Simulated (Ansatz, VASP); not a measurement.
## Two plane-wave programs on CdF2

Contents of POSCAR:

```
CdF2
1.0
    0.0000000000      2.6940000000      2.7748200000
    2.6940000000      0.0000000000      2.7748200000
    2.6940000000      2.6940000000      0.0000000000
Cd F
1 2
Direct
    0.0000000000      0.0000000000      0.0000000000
    0.2500000000      0.2500000000      0.2500000000
    0.7500000000      0.7500000000      0.7500000000
```

Contents of INCAR.step1:

```
PREC     = Accurate       # precision mode
ENCUT    = 520            # plane-wave cutoff, eV
ISMEAR   = 0              # smearing method
SIGMA    = 0.05           # smearing width, eV
LREAL    = F              # projectors in reciprocal space
LASPH    = T              # aspherical terms in the spheres
NELM     = 60             # most SCF steps
NBANDS   = 20             # bands
GGA      = PE             # functional
ALGO     = Normal         # electronic algorithm
EDIFF    = 1E-4           # SCF threshold, eV
LWAVE    = T              # write WAVECAR
LCHARG   = F              # write CHGCAR
```

Contents of INCAR.step2:

```
PREC     = Accurate       # precision mode
ENCUT    = 520            # plane-wave cutoff, eV
EDIFF    = 1E-6           # SCF threshold, eV
ISMEAR   = 0              # smearing method
SIGMA    = 0.05           # smearing width, eV
LREAL    = F              # projectors in reciprocal space
LASPH    = T              # aspherical terms in the spheres
NELM     = 60             # most SCF steps
ALGO     = Normal         # electronic algorithm
ISIF     = 2              # what is computed and relaxed
LWAVE    = F              # write WAVECAR
LCHARG   = T              # write CHGCAR
METAGGA  = R2SCAN         # meta-GGA
LMIXTAU  = T            
LELF     = T              # ELF
LVHAR    = T            
NBANDS   = 20             # bands
ISTART   = 1
```

KPOINTS

```
regular mesh
0
Gamma
  8 8 8
```

Input for Ansatz:

```yaml
crystal:
  lattice:
    - [0.0, 2.694, 2.77482]
    - [2.694, 0.0, 2.77482]
    - [2.694, 2.694, 0.0]
  atoms:
    - { symbol: Cd, position: [0.0, 0.0, 0.0] }
    - { symbol: F, position: [0.25, 0.25, 0.25] }
    - { symbol: F, position: [0.75, 0.75, 0.75] }
basis:
  ecutwfc: 500
kpoints:
  mp_grid: { grid: [8, 8, 8] }
hamiltonian:
  xc: r2scan
scf:
  occupations: { method: gaussian, width: 0.05 }
output:
  forces: true
  stress: true
  eigenvalues: true
```

Change from the starting cell: strain +0.000 along x and y, +0.030 along z, atoms carried along.

Alike in both runs: task single point; functional r2SCAN; k mesh 8 × 8 × 8; occupations gaussian, width 0.05 eV; no spin polarisation.

|  | VASP | Ansatz |
| --- | --- | --- |
| version | VASP 6.6.1 | Ansatz 0.2.0 |
| potentials or method | VASP PAW PBE potentials, release 64 (Cd, F), cutoff 520 eV | scalar-relativistic, plane waves, PAW |
| valence electrons in the cell | 26 | 34 |

|  | VASP | Ansatz | Ansatz less VASP |
| --- | --- | --- | --- |
| gap on the k mesh at the Fermi level (eV) | 3.61 | 3.65 | +0.042 |
| least direct gap on the mesh (eV) | 4.12 | 4.17 | +0.050 |
| pressure (GPa) | -2.3 | -3.1 | -0.82 |
| traceless stress, the component that is largest in VASP (GPa) | -2.21 | -2.25 | -0.039 |

VASP's potentials were made for PBE, not for r2SCAN. VASP's potentials hold 26 valence electrons a cell and Ansatz's 34, so a difference there can come from the potentials and not from the codes.
